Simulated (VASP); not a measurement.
# Ni (Im-3m) in VASP: notebook

The runs below take Ni through single point, with LDA.

All numbers are computed with VASP 6.6.1; they aren't measurements. Logs are shortened: lines on timing, memory, paths and dates and some standing lists are left out, and cuts for length are marked.

## Step 1: The cell of the first run

It takes space group Im-3m (No. 229, cubic). The conventional cell has a = 2.590 Å, b = 2.590 Å, c = 2.590 Å, α = 90.00°, β = 90.00°, γ = 90.00°. Within 3.0 Å of Ni (site symmetry m-3m) lie 14 Ni at 2.24 to 2.59 Å.

## Step 2: Single point, LDA, collinear spin, ferromagnetic start (volume scaled by 0.82)

File INCAR:

```
PREC = Accurate
ENCUT = 520
EDIFF = 1E-6
ISMEAR = -1
SIGMA = 0.05
LREAL = F
LASPH = T
NELM = 150
ALGO = Normal
ISIF = 2
LWAVE = F
LCHARG = T
ISPIN = 2
MAGMOM = 1.5
LORBIT = 11
LMAXMIX = 4
LELF = T
LVHAR = T
NBANDS = 15
```

File KPOINTS:

```
Automatic mesh
0
Gamma
  17 17 17
```

File POSCAR:

```
Ni
1.0
   -1.2951440674      1.2951440674      1.2951440674
    1.2951440674     -1.2951440674      1.2951440674
    1.2951440674      1.2951440674     -1.2951440674
Ni
1
Direct
    0.0000000000      0.0000000000      0.0000000000
```

Potentials or basis: VASP PAW LDA potentials, release 64 (Ni).

The run is started by

```console
cat potpaw_LDA.64/Ni/POTCAR > POTCAR
mpirun -np 1 vasp_std > vasp.out
```

OUTCAR:

```text
PREC = Accurate
   ENCUT = 520
   EDIFF = 1E-6
   ISMEAR = -1
   LREAL = F
   LASPH = T
   NELM = 150
   ISIF = 2
   ISPIN = 2
   LORBIT = 11

 ion  position               nearest neighbor table
   1  0.000  0.000  0.000-

  LATTYP: Found a body centered cubic cell.
 ALAT       =     2.5902881348

  Lattice vectors:

 A1 = (  -1.2951440674,   1.2951440674,   1.2951440674)
 A2 = (   1.2951440674,  -1.2951440674,   1.2951440674)
 A3 = (   1.2951440674,   1.2951440674,  -1.2951440674)

Analysis of symmetry for initial positions (statically):
=====================================================================
 Subroutine PRICEL returns:
 Original cell was already a primitive cell.

 Routine SETGRP: Setting up the symmetry group for a
 body centered cubic supercell.

 Subroutine GETGRP returns: Found 48 space group operations
 (whereof 48 operations were pure point group operations)
 out of a pool of 48 trial point group operations.

The static configuration has the point symmetry O_h .

Analysis of symmetry for dynamics (positions and initial velocities):
=====================================================================
 Subroutine PRICEL returns:
 Original cell was already a primitive cell.

 Routine SETGRP: Setting up the symmetry group for a
 body centered cubic supercell.

 Subroutine GETGRP returns: Found 48 space group operations
 (whereof 48 operations were pure point group operations)
 out of a pool of 48 trial point group operations.

The dynamic configuration has the point symmetry O_h .

Analysis of structural, dynamic, and magnetic symmetry:
=====================================================================
 Subroutine PRICEL returns:
 Original cell was already a primitive cell.

 Routine SETGRP: Setting up the symmetry group for a
 body centered cubic supercell.

 Subroutine GETGRP returns: Found 48 space group operations
 (whereof 48 operations were pure point group operations)
 out of a pool of 48 trial point group operations.

The overall configuration has the point symmetry O_h .

 Subroutine INISYM returns: Found 48 space group operations
 (whereof 48 operations are pure point group operations),
 and found     1 'primitive' translations

----------------------------------------------------------------------------------------

                                     Primitive cell

  volume of cell :       8.6899

  direct lattice vectors                    reciprocal lattice vectors
    -1.295144067  1.295144067  1.295144067     0.000000000  0.386057438  0.386057438
     1.295144067 -1.295144067  1.295144067     0.386057438  0.000000000  0.386057438
     1.295144067  1.295144067 -1.295144067     0.386057438  0.386057438  0.000000000

  length of vectors
     2.243255328  2.243255328  2.243255328     0.545967664  0.545967664  0.545967664

  position of ions in fractional coordinates (direct lattice)
     0.000000000  0.000000000  0.000000000

  ion indices of the primitive-cell ions
   primitive index   ion index
                 1           1

----------------------------------------------------------------------------------------

 KPOINTS: Automatic mesh

Automatic generation of k-mesh.
 Grid dimensions read from file:
 generate k-points for:   17   17   17

 Generating k-lattice:

  Cartesian coordinates                     Fractional coordinates (reciprocal lattice)
     0.000000000  0.022709261  0.022709261     0.058823529  0.000000000  0.000000000
     0.022709261  0.000000000  0.022709261     0.000000000  0.058823529  0.000000000
     0.022709261  0.022709261  0.000000000     0.000000000  0.000000000  0.058823529

  Length of vectors
     0.032115745  0.032115745  0.032115745

  Shift w.r.t. Gamma in fractional coordinates (k-lattice)
     0.000000000  0.000000000  0.000000000

 Subroutine IBZKPT returns following result:
 ===========================================

 Found    165 irreducible k-points:

 Following reciprocal coordinates:
            Coordinates               Weight
  0.000000  0.000000  0.000000      1.000000
  0.058824  0.000000  0.000000     12.000000
  0.117647  0.000000  0.000000     12.000000
  0.176471  0.000000  0.000000     12.000000
  0.235294  0.000000  0.000000     12.000000
  0.294118  0.000000  0.000000     12.000000
[... 16 lines left out ...]
  0.411765  0.117647  0.000000     48.000000
  0.176471  0.176471  0.000000     24.000000
 [... further k-points ...]
   k-points           NKPTS =    165   k-points in BZ     NKDIM =    165   number of bands    NBANDS=     15
   number of dos      NEDOS =    301   number of ions     NIONS =      1
   total plane-waves  NPLWV =   5832
   dimension x,y,z NGX =    18 NGY =   18 NGZ =   18
   dimension x,y,z NGXF=    36 NGYF=   36 NGZF=   36
   ions per type =               1
   NGX,Y,Z   is equivalent  to a cutoff of  13.34, 13.34, 13.34 a.u.
   NGXF,Y,Z  is equivalent  to a cutoff of  26.68, 26.68, 26.68 a.u.
 SYSTEM =  unknown system
   PREC   = accura    normal or accurate (medium, high low for compatibility)
   ISTART =      0    job   : 0-new  1-cont  2-samecut
   ICHARG =      2    charge: 1-file 2-atom 10-const
   ISPIN  =      2    spin polarized calculation?
   LNONCOLLINEAR =      F non collinear calculations
   LSORBIT =      F    spin-orbit coupling
   LASPH  =      T    aspherical Exc in radial PAW
   ENCUT  =  520.0 eV  38.22 Ry    6.18 a.u.   4.17  4.17  4.17*2*pi/ulx,y,z
   NELM   =    150;   NELMIN=  2; NELMDL= -5     # of ELM steps
   EDIFF  = 0.1E-05   stopping-criterion for ELM
   LREAL  =      F    real-space projection
[... 7 lines left out ...]
   TEBEG  =    0.0;   TEEND  =   0.0 temperature during run
   PSTRESS=    0.0 pullay stress
   NELECT =      10.0000    total number of electrons
   NUPDOWN=      -1.0000    fix difference up-down
   EMIN   =  10.00;   EMAX   =-10.00  energy-range for DOS
   EFERMI =   0.00;   METHOD = LEGACY
   ISMEAR =    -1;   SIGMA  =   0.05  broadening in eV -4-tet -1-fermi 0-gaus
   EFERMI_NEDOS =   21; number of points for ismear=-14 and -15
   IALGO  =     38    algorithm
   IMIX   =      4    mixing-type and parameters
     AMIX     =   0.40;   BMIX     =  1.00
     AMIX_MAG =   1.60;   BMIX_MAG =  1.00
  volume/ion in A,a.u.               =       8.69        58.64
  Fermi-wavevector in a.u.,A,eV,Ry     =   1.715550  3.241920 40.043474  2.943112
  Thomas-Fermi vector in A             =   2.792901
   LORBIT       =     11    0 simple, 1 ext, 2 COOP (PROOUT), +10 PAW based schemes
   GGA     = CA    functional components
   LHFCALC =     F    Hartree Fock is set to
   AEXX    =    0.0000 exact exchange contribution
   IVDW    =     0    specifies the selected vdW correction
   LEPSILON=     F    determine dielectric tensor
   LRPA    =     F    only Hartree local field effects (RPA)
 spin polarized calculation
  energy-cutoff  :      520.00
  volume of cell :        8.69
 maximum number of plane-waves:       242
 NGX is ok and might be reduce to    18
   NGX =  9   NGY =  9   NGZ =  9

 number of electron      10.0000013 magnetization       0.0007438

 Free energy of the ion-electron system (eV)
  ---------------------------------------------------
  ext. energy  EPLUGINS =         0.00000000
  ---------------------------------------------------
  free energy    TOTEN  =        -6.30036031 eV

  energy without entropy =       -6.28875403  energy(sigma->0) =       -6.29455717

 E-fermi :  12.4699     XC(G=0): -14.9953

 val. band max:       12.4655132043   @ k =  -0.2353   0.2353   0.1765
 cond. band min:      12.4827276146   @ k =  -0.4118   0.4118   0.3529
 fundamental gap:      0.0172144103
 Fermi energy:        12.4698713925

 spin component 1

 k-point     1 :       0.0000    0.0000    0.0000
  band No.  band energies     occupation
      1       2.0291      1.00000
      2       9.8482      1.00000
      3       9.8482      1.00000
      4       9.8482      1.00000
      5      11.7268      1.00000
      6      11.7268      1.00000
      7      41.3200      0.00000
      8      41.3200      0.00000
      9      41.3200      0.00000
     10      48.0377      0.00000
     11      48.0377      0.00000
     12      51.1494      0.00000
     13      51.1494      0.00000
     14      51.1556      0.00000
     15      51.2758      0.00000
[... 397 lines left out ...]
 k-point    24 :       0.1765    0.1765    0.0000
  band No.  band energies     occupation
      1       5.8688      1.00000
      2       9.0739      1.00000
      3       9.1888      1.00000
      4      11.2981      1.00000
      5      11.9310      0.99998
      6      12.3555      0.90791
      7      30.2328      0.00000
      8      31.4428      0.00000
      9      37.8879      0.00000
     10      42.4232      0.00000
     11      46.9637      0.00000
     12      50.9214      0.00000
     13      54.5796      0.00000
     14      57.7348      0.00000
     15      58.6230      0.00000

 [... further k-points ...]

 spin component 2

 k-point     1 :       0.0000    0.0000    0.0000
  band No.  band energies     occupation
      1       2.0291      1.00000
      2       9.8489      1.00000
      3       9.8489      1.00000
      4       9.8489      1.00000
      5      11.7274      1.00000
      6      11.7274      1.00000
      7      41.3199      0.00000
      8      41.3199      0.00000
      9      41.3199      0.00000
     10      48.0376      0.00000
     11      48.0376      0.00000
     12      51.1497      0.00000
     13      51.1497      0.00000
     14      51.1497      0.00000
     15      51.2760      0.00000
[... 397 lines left out ...]
 k-point    24 :       0.1765    0.1765    0.0000
  band No.  band energies     occupation
      1       5.8689      1.00000
      2       9.0745      1.00000
      3       9.1894      1.00000
      4      11.2987      1.00000
      5      11.9316      0.99998
      6      12.3561      0.90689
      7      30.2329      0.00000
      8      31.4430      0.00000
      9      37.8880      0.00000
     10      42.4232      0.00000
     11      46.9637      0.00000
     12      50.9215      0.00000
     13      54.5799      0.00000
     14      57.7348      0.00000
     15      58.6246      0.00000

 [... further k-points ...]
[... 5 lines left out ...]
  --------------------------------------------------------------------------------------
  -------------------------------------------------------------------------------------
  Total        2.7884273      2.7884273      2.7884273     -0.0000000      0.0000000      0.0000000
  in kB      514.1095532    514.1095532    514.1095532     -0.0000000      0.0000000      0.0000000
  external PRESSURE =     514.1095532 kB  Pullay stress =       0.0000000 kB

 VOLUME and BASIS-vectors are now :
 -----------------------------------------------------------------------------
  energy-cutoff  :      520.00
  volume of cell :        8.69
      direct lattice vectors                 reciprocal lattice vectors
    -1.295144067  1.295144067  1.295144067     0.000000000  0.386057438  0.386057438
     1.295144067 -1.295144067  1.295144067     0.386057438  0.000000000  0.386057438
     1.295144067  1.295144067 -1.295144067     0.386057438  0.386057438  0.000000000

 POSITION                                       TOTAL-FORCE (eV/Angst)
 -----------------------------------------------------------------------------------
      0.00000      0.00000      0.00000        -0.000000      0.000000     -0.000000
 -----------------------------------------------------------------------------------
    total drift:                                0.000000     -0.000000      0.000000

  FREE ENERGIE OF THE ION-ELECTRON SYSTEM (eV)
  ---------------------------------------------------
  free  energy   TOTEN  =        -6.3003603124 eV

  energy  without entropy=       -6.2887540280  energy(sigma->0) =       -6.29455717

 total charge

# of ion       s       p       d       tot
------------------------------------------
    1        0.601   0.723   8.496   9.819

 magnetization (x)

# of ion       s       p       d       tot
------------------------------------------
    1       -0.000  -0.000   0.000   0.000
```

It took 23 s on 1 thread of AMD EPYC 9R45 (Zen 5), shared host; peak memory 0.11 GiB.

Results:

```yaml
Free_energy: -6.3004 eV
Pressure: 51.4 GPa
Band_gap_on_the_k_mesh: zero (filled and empty bands overlap)
Net_moment: 0.00 μB per cell
Valence_electrons_inside_the_program's_atomic_spheres: Ni 9.82
```

Caveat: the starting moments collapsed, and a magnetic state may lie lower.

## Step 3: Single point, LDA, collinear spin, ferromagnetic start (volume scaled by 0.88)

File INCAR:

```
PREC = Accurate ; ENCUT = 520
EDIFF = 1E-6 ; ISMEAR = -1
SIGMA = 0.05 ; LREAL = F
LASPH = T ; NELM = 150
ALGO = Normal ; ISIF = 2
LWAVE = F ; LCHARG = F
ISPIN = 2 ; MAGMOM = 1.5
LORBIT = 11 ; LMAXMIX = 4
GGA = CA ; NBANDS = 15
```

KPOINTS is that of step 2.

File POSCAR:

```
Ni
1.0
   -1.3259923559      1.3259923559      1.3259923559
    1.3259923559     -1.3259923559      1.3259923559
    1.3259923559      1.3259923559     -1.3259923559
Ni
1
Direct
    0.0000000000      0.0000000000      0.0000000000
```

Potentials or basis: VASP PAW LDA potentials, release 64 (Ni).

The run is started by

```console
cat potpaw_LDA.64/Ni/POTCAR > POTCAR
mpirun -np 1 vasp_std > vasp.out
```

It took 25 s on 1 thread of AMD EPYC 9R45 (Zen 5), shared host; peak memory 0.11 GiB.

It converged, with:

| Property | Result |
| --- | --- |
| Free energy | -6.4427 eV |
| Pressure | 22.1 GPa |
| Band gap on the k mesh | zero (filled and empty bands overlap) |
| Net moment | 0.00 μB per cell |
| Valence electrons inside the program's atomic spheres | Ni 9.64 |

Levels at points of the mesh, in eV from the Fermi level:
Spin up:
| k point | band 1 | band 2 | band 3 | band 4 | band 5 | band 6 | band 7 | band 8 | band 9 | band 10 |
| --- | --- | --- | --- | --- | --- | --- | --- | --- | --- | --- |
| (0.00, 0.00, 0.00) | -9.89 | -2.37 | -2.37 | -2.37 | -0.66 | -0.66 | 28.15 | 28.15 | 28.15 | 34.24 |
Spin down:
```
           k point  band 2  band 3  band 4  band 5  band 6  band 7  band 8  band 9
(0.00, 0.00, 0.00)   -2.37   -2.37   -2.37   -0.66   -0.66   28.15   28.15   28.15
```

Caveat: the starting moments collapsed, and a magnetic state may lie lower.

[end of part 1 of 2]
